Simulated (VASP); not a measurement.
Crystal: Se.

```
Se
1.0
     3.63978    0.00000    0.00000
    -1.81989    3.15214    0.00000
     0.00000    0.00000    9.91322
Se
4
Direct
  0.00000 0.00000 0.25000
  0.00000 0.00000 0.75000
  0.33333 0.66667 0.75000
  0.66667 0.33333 0.25000
```

- Program: VASP 6.6.1
- Task: relaxation of cell and atoms
- Functional: PBEsol
- Potentials or basis: VASP PAW PBE potentials, release 64 (Se)
- Cutoff: 600 eV
- k mesh: 6 × 6 × 2
- Occupations: gaussian, width 0.1 eV
- Spin: no spin polarisation

At the start: pressure 46.9 GPa; volume 28.43 Å³/atom.

How do energy, volume and symmetry change on relaxing?

Over 25 steps the energy falls by 2159.0 meV/atom and the volume is 24.33 Å³/atom (-14.4 %); space group P6_3/mmc (No. 194, to 0.05 Å).

The path:
```tsv
step	energy change (eV)	largest force (eV/Å)	pressure (GPa)	volume (Å³)
1	0.0000	0.0000	46.90	113.74
2	-1.9771	0.0000	-4.89	291.74
3	-7.5818	0.0000	-2.61	176.28
4	-7.6821	0.0000	-1.45	170.93
5	-7.7173	0.0000	0.09	165.23
6	-7.7170	0.0000	-0.25	166.36
7	-7.7178	0.0000	0.05	165.01
8	-7.7179	0.0000	-0.02	165.34
9	-7.7182	0.0000	-0.03	164.99
10	-7.7195	0.0000	-0.02	163.93
11	-7.7221	0.0000	-0.03	161.81
12	-7.7283	0.0000	-0.05	157.57
13	-7.7452	0.0000	-0.10	149.10
14	-7.8012	0.0000	-0.26	132.16
15	-8.4879	0.0000	1.38	98.28
16	397.9939	0.0000	2386.54	30.56
17	-8.3806	0.0000	2.17	96.94
18	-8.5676	0.0000	4.08	91.87
19	-8.5749	0.0000	3.18	93.51
20	-8.5923	0.0000	2.63	94.09
21	-8.6265	0.0000	1.11	95.83
22	-8.6220	0.0000	-1.48	99.36
23	-8.6358	0.0000	-0.15	97.45
24	-8.6358	0.0000	-0.09	97.37
25	-8.6359	0.0000	-0.07	97.33
```

Final structure:
```yaml
crystal:
  lattice:
    - [4.48644, 0.00000, 0.00000]
    - [-2.24322, 3.88537, 0.00000]
    - [0.00000, 0.00000, 5.58354]
  atoms:
    - { symbol: Se, position: [0.00000, 0.00000, 0.25000] }
    - { symbol: Se, position: [0.00000, 0.00000, 0.75000] }
    - { symbol: Se, position: [0.33333, 0.66667, 0.75000] }
    - { symbol: Se, position: [0.66667, 0.33333, 0.25000] }
```

Caveat: the PAW data sets were made with another functional, which shifts forces and pressure a little; this functional lacks dispersion, which binds the layers, so the pressure and a relaxed spacing across them are unreliable.
